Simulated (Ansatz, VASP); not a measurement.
**Two plane-wave programs on Hf3Ta2F**

```
Hf Ta F
1.0
     2.96835    0.00000    0.00000
     0.00000    2.96835    0.00000
     0.00000    0.00000   12.80024
Hf Ta F
3 2 1
Cartesian
  1.4842 1.4842 1.8978
  1.4842 1.4842 6.4001
  1.4842 1.4842 10.9025
  0.0000 0.0000 4.0418
  0.0000 0.0000 8.7584
  0.0000 0.0000 0.0000
```

Change from the starting cell: species swapped into the Pr3MgAl2 type (P4/mmm, No. 123).

Alike in both runs: functional PBE; k mesh 6 × 6 × 2; occupations gaussian, width 0.1 eV; no spin polarisation.

Ansatz relaxed the structure, and its values are those at the end. VASP's run is a single point on that final structure, the one shown.

```csv
,VASP,Ansatz
version,VASP 6.6.1,Ansatz 0.2.0
potentials or method,"VASP PAW PBE potentials, release 64 (Hf_pv, Ta_pv, F), cutoff 520 eV","scalar-relativistic, plane waves, PAW"
valence electrons in the cell,59,111
```

Ansatz gave:

| Property | Result |
| --- | --- |
| gap on the k mesh at the Fermi level (eV) | none |
| pressure (GPa) | -0.1 |
| rms of the force components (eV/Å) | 0.003 |

**Question.** Which values does VASP return?

**Answer.** gap on the k mesh at the Fermi level (eV): none; pressure (GPa): -0.6; rms of the force components (eV/Å): 0.013.

A gap of «none» marks a metal or a gap that the smearing closes. With one functional, cell and mesh, what is left measures potentials, basis and numerics. VASP's potentials hold 59 valence electrons a cell and Ansatz's 111, so a difference there can come from the potentials and not from the codes.

Neither program's run includes spin-orbit coupling.
